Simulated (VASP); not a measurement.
## ZnSe: single point with r2SCAN

Crystal: ZnSe.

```
Zn Se
1.0
     4.10770    0.00000    0.00000
     0.00000    4.10770    0.00000
     0.00000    0.00000    6.07035
Zn Se
2 2
Direct
  0.00000 0.00000 0.00000
  0.50000 0.50000 0.00000
  0.00000 0.50000 0.24628
  0.50000 0.00000 0.75372
```

* Program: VASP 6.6.1
* Task: single point
* Functional: r2SCAN
* Potentials or basis: VASP PAW PBE potentials, release 64 (Zn, Se)
* Cutoff: 520 eV
* k mesh: 4 × 4 × 3
* Occupations: gaussian, width 0.01 eV
* Spin: no spin polarisation
* Dipole correction: no
* Further INCAR settings: ALGO = Normal; EDIFF = 1e-07; NBANDS = 26

| Property | Result |
| --- | --- |
| Pressure | -1.8 GPa |
| Largest force | 0.375 eV/Å |
| Band gap on the k mesh | 2.41 eV |

Forces on the atoms (eV/Å):
```
Zn   0.000  0.000  0.000
Zn   0.000  0.000  0.000
Se   0.000  0.000 -0.375
Se   0.000  0.000  0.375
```

Stress tensor (GPa, compression positive):
```
-1.69  0.00  0.00
 0.00 -1.69  0.00
 0.00  0.00 -2.15
```

Levels at points of the mesh, in eV from the valence-band top:
| k point | band 14 | band 15 | band 16 | band 17 | band 18 | band 19 | band 20 | band 21 | band 22 | band 23 |
| --- | --- | --- | --- | --- | --- | --- | --- | --- | --- | --- |
| (0.00, 0.00, 0.00) | -2.18 | -2.18 | -0.01 | -0.01 | 0.00 | 2.41 | 2.42 | 3.41 | 6.31 | 6.37 |
| (0.50, 0.00, 0.00) | -4.46 | -1.52 | -1.52 | -0.79 | -0.79 | 3.96 | 3.96 | 6.39 | 6.39 | 7.05 |
| (0.50, 0.50, 0.00) | -4.26 | -2.18 | -2.18 | -2.05 | -2.05 | 3.77 | 3.77 | 4.03 | 4.03 | 11.18 |

Wall time 3.4 min on 1 thread of Intel Xeon 8259CL, on a shared host, peak memory 0.23 GiB.

Caveat: the PAW data sets were made with another functional, which shifts forces and pressure a little; an odd mesh through Γ misses points on the zone boundary, where band edges can lie.
